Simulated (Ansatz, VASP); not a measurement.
## YGa3N4 in VASP and in Ansatz

```
CELL_PARAMETERS angstrom
3.31553 0.00000 0.00000
-1.65777 2.87133 0.00000
0.00000 0.00000 10.87767
ATOMIC_POSITIONS crystal
Ga 0.33333 0.66667 0.01753
Ga 0.33333 0.66667 0.48373
Ga 0.66667 0.33333 0.25039
Y 0.66667 0.33333 0.74786
N 0.33333 0.66667 0.19737
N 0.33333 0.66667 0.66113
N 0.66667 0.33333 0.43056
N 0.66667 0.33333 0.96143
```

Alike in both runs: task single point; functional PBE; k mesh 12 × 12 × 2; occupations fermi-dirac, width 0.02 eV; no spin polarisation.

```csv
,VASP,Ansatz
version,VASP 6.6.1,Ansatz 0.2.0
potentials or method,"VASP PAW PBE potentials, release 64 (Ga_d, Y_sv, N)","plane waves, PAW"
plane-wave cutoff (eV),520,420
valence electrons in the cell,70,70
```

VASP gave:

| Property | Result |
| --- | --- |
| gap on the k mesh at the Fermi level (eV) | 1.60 |
| pressure (GPa) | 4.4 |
| traceless stress, the component that is largest in VASP (GPa) | 0.10 |
| rms of the force components (eV/Å) | 0.067 |

Problem. Which values does Ansatz return?

Solution. gap on the k mesh at the Fermi level (eV): 1.60; pressure (GPa): 4.4; traceless stress, the component that is largest in VASP (GPa): 0.10; rms of the force components (eV/Å): 0.064.

Atom by atom the forces differ by 0.006 eV/Å (rms over components).
